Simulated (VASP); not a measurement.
# SrBiSb2Br (Cmcm) in VASP: further runs

Aim: see how the results for SrBiSb2Br move with the level of theory and the settings. Levels: PBE, LDA. Tasks: single point.

All numbers are computed with VASP 6.6.1; they aren't measurements. Logs are shortened: lines on timing, memory, paths and dates and some standing lists are left out, and cuts for length are marked.

## 1. The cell of the first run

It takes space group Cmcm (No. 63, orthorhombic). Conventional cell: a = 6.307 Å, b = 14.536 Å, c = 6.161 Å, α = 90.00°, β = 90.00°, γ = 90.00°. Within 5.0 Å of Br (site symmetry m2m) lie 5 Sr at 3.77 to 4.93 Å and 5 Bi at 4.01 to 4.79 Å and 8 Sb at 4.19 to 4.31 Å and 4 Br at 4.41 Å. Within 3.2 Å of Sb (site symmetry 2) lie 2 Bi at 2.44 Å and 2 Sr at 2.61 Å and 4 Sb at 3.08 to 3.19 Å. Sr (site symmetry m2m) has 4 Sb at 2.61 Å within 3.4 Å. Within 3.2 Å of Bi (site symmetry m2m) lie 4 Sb at 2.44 Å.

## 2. Single point, PBE

Contents of INCAR:

```
ALGO     = Normal         # electronic algorithm
EDIFF    = 1E-6           # SCF threshold, eV
ENCUT    = 520            # plane-wave cutoff, eV
GGA      = PE             # functional
ISIF     = 2              # what is computed and relaxed
ISMEAR   = 1              # smearing method
LASPH    = T              # aspherical terms in the spheres
LCHARG   = F              # write CHGCAR
LREAL    = F              # projectors in reciprocal space
LWAVE    = F              # write WAVECAR
NBANDS   = 53             # bands
NELM     = 60             # most SCF steps
PREC     = Accurate       # precision mode
SIGMA    = 0.0156         # smearing width, eV
```

Contents of KPOINTS:

```
k-points
0
Gamma
  3 3 3
```

Contents of POSCAR:

```
SrBiSb2Br
1.0
    6.3067820000      0.0000000000      0.0000000000
    3.1533910000     -7.2678940000      0.0000000000
    0.0000000000      0.0000000000     -6.1607190000
Br Sb Sr Bi
2 4 2 2
Direct
    0.7445000000      0.5110000000      0.7500000000
    0.2555000000      0.4890000000      0.2500000000
    0.2470000000      0.0000000000      0.0000000000
    0.7530000000      0.0000000000      0.5000000000
    0.7530000000      0.0000000000      0.0000000000
    0.2470000000      0.0000000000      0.5000000000
    0.4050000000      0.1900000000      0.7500000000
    0.5950000000      0.8100000000      0.2500000000
    0.0739000000      0.8522000000      0.7500000000
    0.9261000000      0.1478000000      0.2500000000
```

Potentials or basis: VASP PAW PBE potentials, release 64 (Br, Sb, Sr_sv, Bi_d).

Started as:

```bash
cat potpaw_PBE.64/Br/POTCAR potpaw_PBE.64/Sb/POTCAR potpaw_PBE.64/Sr_sv/POTCAR potpaw_PBE.64/Bi_d/POTCAR > POTCAR
mpirun -np 1 vasp_std > vasp.out
```

OUTCAR:

```text
EDIFF = 1E-6
   ENCUT = 520
   GGA = PE
   ISIF = 2
   ISMEAR = 1
   LASPH = T
   LREAL = F
   NELM = 60
   PREC = Accurate

 ion  position               nearest neighbor table
   1  0.745  0.511  0.750-   8 3.77   8 3.77   7 3.92   7 3.92
   2  0.255  0.489  0.250-   7 3.77   7 3.77   8 3.92   8 3.92
   3  0.247  0.000  0.000-   9 2.44  10 2.44   7 2.61   8 2.61   6 3.08   6 3.08   5 3.12   5 3.19

   4  0.753  0.000  0.500-  10 2.44   9 2.44   7 2.61   8 2.61   5 3.08   5 3.08   6 3.12   6 3.19

   5  0.753  0.000  0.000-  10 2.44   9 2.44   7 2.61   8 2.61   4 3.08   4 3.08   3 3.12   3 3.19

   6  0.247  0.000  0.500-   9 2.44  10 2.44   7 2.61   8 2.61   3 3.08   3 3.08   4 3.12   4 3.19

   7  0.405  0.190  0.750-   3 2.61   4 2.61   5 2.61   6 2.61   2 3.77   2 3.77   1 3.92   1 3.92
                             9 4.00   9 4.00   8 4.14   8 4.14  10 4.42  10 4.42  10 4.42  10 4.42
   8  0.595  0.810  0.250-   3 2.61   4 2.61   5 2.61   6 2.61   1 3.77   1 3.77   2 3.92   2 3.92
                            10 4.00  10 4.00   7 4.14   7 4.14   9 4.42   9 4.42   9 4.42   9 4.42
   9  0.074  0.852  0.750-   3 2.44   6 2.44   5 2.44   4 2.44  10 3.76  10 3.76   7 4.00   7 4.00
                             8 4.42   8 4.42   8 4.42   8 4.42
  10  0.926  0.148  0.250-   4 2.44   5 2.44   3 2.44   6 2.44   9 3.76   9 3.76   8 4.00   8 4.00
                             7 4.42   7 4.42   7 4.42   7 4.42

  LATTYP: Found a base centered orthorhombic cell.
 ALAT       =     6.3067820000
 B/A-ratio  =     2.3047868152
 C/A-ratio  =     0.9768403284

  Lattice vectors:

 A1 = (   3.1533910000,   7.2678940000,   0.0000000000)
 A2 = (   3.1533910000,  -7.2678940000,   0.0000000000)
 A3 = (   0.0000000000,   0.0000000000,  -6.1607190000)

Analysis of symmetry for initial positions (statically):
=====================================================================
 Subroutine PRICEL returns:
 Original cell was already a primitive cell.

 Routine SETGRP: Setting up the symmetry group for a
 base centered orthorhombic supercell.

 Subroutine GETGRP returns: Found  8 space group operations
 (whereof  4 operations were pure point group operations)
 out of a pool of  8 trial point group operations.

The static configuration has the point symmetry C_2h.
 The point group associated with its full space group is D_2h.

Analysis of symmetry for dynamics (positions and initial velocities):
=====================================================================
 Subroutine PRICEL returns:
 Original cell was already a primitive cell.

 Routine SETGRP: Setting up the symmetry group for a
 base centered orthorhombic supercell.

 Subroutine GETGRP returns: Found  8 space group operations
 (whereof  4 operations were pure point group operations)
 out of a pool of  8 trial point group operations.

The dynamic configuration has the point symmetry C_2h.
 The point group associated with its full space group is D_2h.

 Subroutine INISYM returns: Found  8 space group operations
 (whereof  4 operations are pure point group operations),
 and found     1 'primitive' translations

----------------------------------------------------------------------------------------

                                     Primitive cell

  volume of cell :     282.3890

  direct lattice vectors                    reciprocal lattice vectors
     6.306782000  0.000000000  0.000000000     0.158559468  0.068795720  0.000000000
     3.153391000 -7.267894000  0.000000000     0.000000000 -0.137591440  0.000000000
     0.000000000  0.000000000 -6.160719000     0.000000000  0.000000000 -0.162318716

  length of vectors
     6.306782000  7.922509577  6.160719000     0.172840840  0.137591440  0.162318716

  position of ions in fractional coordinates (direct lattice)
     0.744500000  0.511000000  0.750000000
     0.255500000  0.489000000  0.250000000
     0.247000000  0.000000000  0.000000000
     0.753000000  0.000000000  0.500000000
     0.753000000  0.000000000  0.000000000
     0.247000000  0.000000000  0.500000000
     0.405000000  0.190000000  0.750000000
     0.595000000  0.810000000  0.250000000
     0.073900000  0.852200000  0.750000000
     0.926100000  0.147800000  0.250000000

  ion indices of the primitive-cell ions
   primitive index   ion index
                 1           1
                 2           2
                 3           3
                 4           4
                 5           5
                 6           6
                 7           7
                 8           8
                 9           9
                10          10

----------------------------------------------------------------------------------------

 KPOINTS: k-points

Automatic generation of k-mesh.
 Grid dimensions read from file:
 generate k-points for:    3    3    3

 Generating k-lattice:

  Cartesian coordinates                     Fractional coordinates (reciprocal lattice)
     0.052853156  0.022931907  0.000000000     0.333333333  0.000000000  0.000000000
     0.000000000 -0.045863813  0.000000000     0.000000000  0.333333333  0.000000000
     0.000000000  0.000000000 -0.054106239     0.000000000  0.000000000  0.333333333

  Length of vectors
     0.057613613  0.045863813  0.054106239

  Shift w.r.t. Gamma in fractional coordinates (k-lattice)
     0.000000000  0.000000000  0.000000000

 Subroutine IBZKPT returns following result:
 ===========================================

 Found      8 irreducible k-points:

 Following reciprocal coordinates:
            Coordinates               Weight
  0.000000  0.000000  0.000000      1.000000
  0.333333  0.000000  0.000000      4.000000
  0.000000  0.333333  0.000000      2.000000
 -0.333333  0.333333  0.000000      2.000000
  0.000000  0.000000  0.333333      2.000000
  0.333333  0.000000  0.333333      8.000000
  0.000000  0.333333  0.333333      4.000000
 -0.333333  0.333333  0.333333      4.000000
   k-points           NKPTS =      8   k-points in BZ     NKDIM =      8   number of bands    NBANDS=     53
   number of dos      NEDOS =    301   number of ions     NIONS =     10
   total plane-waves  NPLWV = 138240
   dimension x,y,z NGX =    48 NGY =   60 NGZ =   48
   dimension x,y,z NGXF=    96 NGYF=  120 NGZF=   96
   ions per type =               2   4   2   2
   NGX,Y,Z   is equivalent  to a cutoff of  12.65, 12.59, 12.95 a.u.
   NGXF,Y,Z  is equivalent  to a cutoff of  25.31, 25.18, 25.91 a.u.
 SYSTEM =  unknown system
   PREC   = accura    normal or accurate (medium, high low for compatibility)
   ISTART =      0    job   : 0-new  1-cont  2-samecut
   ICHARG =      2    charge: 1-file 2-atom 10-const
   ISPIN  =      1    spin polarized calculation?
   LNONCOLLINEAR =      F non collinear calculations
   LSORBIT =      F    spin-orbit coupling
   LASPH  =      T    aspherical Exc in radial PAW
   ENCUT  =  520.0 eV  38.22 Ry    6.18 a.u.  11.73 14.73 11.45*2*pi/ulx,y,z
   NELM   =     60;   NELMIN=  2; NELMDL= -5     # of ELM steps
   EDIFF  = 0.1E-05   stopping-criterion for ELM
   LREAL  =      F    real-space projection
   EDIFFG = 0.1E-04   stopping-criterion for IOM
   NSW    =      0    number of steps for IOM
   IBRION =     -1    ionic relax: 0-MD 1-quasi-New 2-CG
   NFREE  =      0    steps in history (QN), initial steepest desc. (CG)
   ISIF   =      2    stress and relaxation
   ISYM   =      2    0-nonsym 1-usesym 2-fastsym
   POTIM  = 0.5000    time-step for ionic-motion
   TEBEG  =    0.0;   TEEND  =   0.0 temperature during run
   PSTRESS=    0.0 pullay stress
   NELECT =      84.0000    total number of electrons
   NUPDOWN=      -1.0000    fix difference up-down
   EMIN   =  10.00;   EMAX   =-10.00  energy-range for DOS
   EFERMI =   0.00;   METHOD = LEGACY
   ISMEAR =     1;   SIGMA  =   0.02  broadening in eV -4-tet -1-fermi 0-gaus
   EFERMI_NEDOS =   21; number of points for ismear=-14 and -15
   IALGO  =     38    algorithm
   IMIX   =      4    mixing-type and parameters
     AMIX     =   0.40;   BMIX     =  1.00
     AMIX_MAG =   1.60;   BMIX_MAG =  1.00
  volume/ion in A,a.u.               =      28.24       190.57
  Fermi-wavevector in a.u.,A,eV,Ry     =   1.092828  2.065146 16.249084  1.194274
  Thomas-Fermi vector in A             =   2.229102
   LORBIT       =      0    0 simple, 1 ext, 2 COOP (PROOUT), +10 PAW based schemes
   GGA     = PE    functional components
   LHFCALC =     F    Hartree Fock is set to
   AEXX    =    0.0000 exact exchange contribution
   IVDW    =     0    specifies the selected vdW correction
   LEPSILON=     F    determine dielectric tensor
   LRPA    =     F    only Hartree local field effects (RPA)
 non-spin polarized calculation
 Methfessel and Paxton  Order N= 1 SIGMA  =   0.02
  energy-cutoff  :      520.00
  volume of cell :      282.39
 maximum number of plane-waves:      7619
   NGX = 23   NGY = 29   NGZ = 23

 number of electron      83.9999997 magnetization

 Free energy of the ion-electron system (eV)
  ---------------------------------------------------
  ext. energy  EPLUGINS =         0.00000000
  ---------------------------------------------------
  free energy    TOTEN  =       -11.71235694 eV

  energy without entropy =      -11.71031521  energy(sigma->0) =      -11.71167637

 E-fermi :   5.9384     XC(G=0):  -9.2827

 val. band max:        5.9383482491   @ k =  -0.3333   0.3333   0.0000
 cond. band min:       5.9411115838   @ k =   0.3333   0.0000   0.3333
 fundamental gap:      0.0027633347
 Fermi energy:         5.9383966348

 k-point     1 :       0.0000    0.0000    0.0000
  band No.  band energies     occupation
      1     -29.1567      2.00000
      2     -29.1253      2.00000
      3     -18.4888      2.00000
      4     -18.3842      2.00000
      5     -18.3459      2.00000
      6     -18.2890      2.00000
[... 45 lines left out ...]
     52      10.1057      0.00000
     53      10.3022      0.00000
[... 390 lines left out ...]
     52      10.2598      0.00000
     53      10.5492      0.00000

------------------------ aborting loop because EDIFF is reached ----------------------------------------

  FORCE on cell =-STRESS in cart. coord.  units (eV):
  Direction    XX          YY          ZZ          XY          YZ          ZX
  --------------------------------------------------------------------------------------
  -------------------------------------------------------------------------------------
  Total      104.8365838     52.1527773     92.7111081      0.0000000      0.0000000      0.0000000
  in kB      594.8064077    295.8967664    526.0106653      0.0000000      0.0000000      0.0000000
  external PRESSURE =     472.2379465 kB  Pullay stress =       0.0000000 kB

 VOLUME and BASIS-vectors are now :
 -----------------------------------------------------------------------------
  energy-cutoff  :      520.00
  volume of cell :      282.39
      direct lattice vectors                 reciprocal lattice vectors
     6.306782000  0.000000000  0.000000000     0.158559468  0.068795720  0.000000000
     3.153391000 -7.267894000  0.000000000     0.000000000 -0.137591440  0.000000000
     0.000000000  0.000000000 -6.160719000     0.000000000  0.000000000 -0.162318716

 POSITION                                       TOTAL-FORCE (eV/Angst)
 -----------------------------------------------------------------------------------
      6.30678     -3.71389     -4.62054        -0.000000      0.033173      0.000000
      3.15339     -3.55400     -1.54018        -0.000000     -0.033173     -0.000000
      1.55778      0.00000      0.00000         4.734533      0.000000      0.000000
      4.74901      0.00000     -3.08036        -4.734533      0.000000     -0.000000
      4.74901      0.00000      0.00000        -4.734533      0.000000     -0.000000
      1.55778      0.00000     -3.08036         4.734533      0.000000      0.000000
      3.15339     -1.38090     -4.62054         0.000000    -10.196762     -0.000000
      6.30678     -5.88699     -1.54018        -0.000000     10.196762      0.000000
      3.15339     -6.19370     -4.62054        -0.000000     13.610481      0.000000
      6.30678     -1.07419     -1.54018        -0.000000    -13.610481     -0.000000
 -----------------------------------------------------------------------------------
    total drift:                               -0.000000     -0.000000      0.000000

  FREE ENERGIE OF THE ION-ELECTRON SYSTEM (eV)
  ---------------------------------------------------
  free  energy   TOTEN  =       -11.7123569414 eV

  energy  without entropy=      -11.7103152130  energy(sigma->0) =      -11.71167637
```

It took 2.6 min on 1 thread of Intel Xeon Platinum 8488C (Sapphire Rapids), shared host; peak memory 0.43 GiB.

Results:

* Free energy: -11.7124 eV
* Pressure: 47.2 GPa
* Largest force: 13.610 eV/Å
* Band gap on the k mesh: zero (bands 42 and 43 overlap by 0.71 eV)

Forces on the atoms (eV/Å):
```
Br    0.000   0.033   0.000
Br    0.000  -0.033   0.000
Sb    4.735   0.000   0.000
Sb   -4.735   0.000   0.000
Sb   -4.735   0.000   0.000
Sb    4.735   0.000   0.000
Sr    0.000 -10.197   0.000
Sr    0.000  10.197   0.000
Bi    0.000  13.610   0.000
Bi    0.000 -13.610   0.000
```

Caveat: the k points lie up to 0.36 Å⁻¹ apart, too coarse for converged energies and pressures of a metal; spin-orbit coupling is left out, which moves the levels of the heavy elements; forces of over 1 eV/Å act on the atoms, so gaps and moduli don't describe the material at rest.

(Part 1 of 2 ends here.)
